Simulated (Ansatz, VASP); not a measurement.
**GaSb: VASP beside Ansatz**

The input POSCAR:

```
GaSb
1.0
    0.0000000000      3.0035564526      3.0035564526
    3.0035564526      0.0000000000      3.0035564526
    3.0035564526      3.0035564526      0.0000000000
Ga Sb
1 1
Direct
    0.0000000000      0.0000000000      0.0000000000
    0.2500000000      0.2500000000      0.2500000000
```

INCAR.step1

```
  PREC = Accurate
  ENCUT = 520
  ISMEAR = 0
  SIGMA = 0.02
  LREAL = F
  LASPH = T
  NELM = 60
  NBANDS = 16
  GGA = PE
  ALGO = Normal
  EDIFF = 1E-4
  LWAVE = T
  LCHARG = F
```

File INCAR.step2:

```
  PREC = Accurate
  ENCUT = 520
  EDIFF = 1E-7
  ISMEAR = 0
  SIGMA = 0.02
  LREAL = F
  LASPH = T
  NELM = 60
  ALGO = Normal
  ISIF = 2
  LWAVE = F
  LCHARG = T
  METAGGA = R2SCAN
  LMIXTAU = T
  LELF = T
  LVHAR = T
  NBANDS = 16
  ISTART = 1
```

File KPOINTS:

```
Automatic mesh
0
Gamma
  10 10 10
```

Input for Ansatz:

```yaml
crystal:
  lattice:
    - [0.0, 3.0035564526, 3.0035564526]
    - [3.0035564526, 0.0, 3.0035564526]
    - [3.0035564526, 3.0035564526, 0.0]
  atoms:
    - { symbol: Ga, position: [0.0, 0.0, 0.0] }
    - { symbol: Sb, position: [0.25, 0.25, 0.25] }
basis:
  ecutwfc: 500
kpoints:
  mp_grid: { grid: [10, 10, 10] }
hamiltonian:
  xc: r2scan
scf:
  occupations: { method: gaussian, width: 0.02 }
output:
  forces: true
  stress: true
  eigenvalues: true
```

Alike in both runs: task single point; functional r2SCAN; k mesh 10 × 10 × 10; occupations gaussian, width 0.02 eV; no spin polarisation.

|  | VASP | Ansatz |
| --- | --- | --- |
| version | VASP 6.6.1 | Ansatz 0.2.0 |
| potentials or method | VASP PAW PBE potentials, release 64 (Ga_d, Sb), cutoff 520 eV | scalar-relativistic, plane waves, PAW |
| valence electrons in the cell | 18 | 28 |

Ansatz gave:

```
gap on the k mesh at the Fermi level (eV) : 0.83
least direct gap on the mesh (eV)         : 0.89
pressure (GPa)                            : 3.8
```

Problem. Estimate VASP's values.

Solution. gap on the k mesh at the Fermi level (eV): 0.81; least direct gap on the mesh (eV): 0.87; pressure (GPa): 3.9.

VASP's potentials were made for PBE, not for r2SCAN. With one functional, cell and mesh, what is left measures potentials, basis and numerics. VASP's potentials hold 18 valence electrons a cell and Ansatz's 28, so a difference there can come from the potentials and not from the codes.

Neither program's run includes spin-orbit coupling.
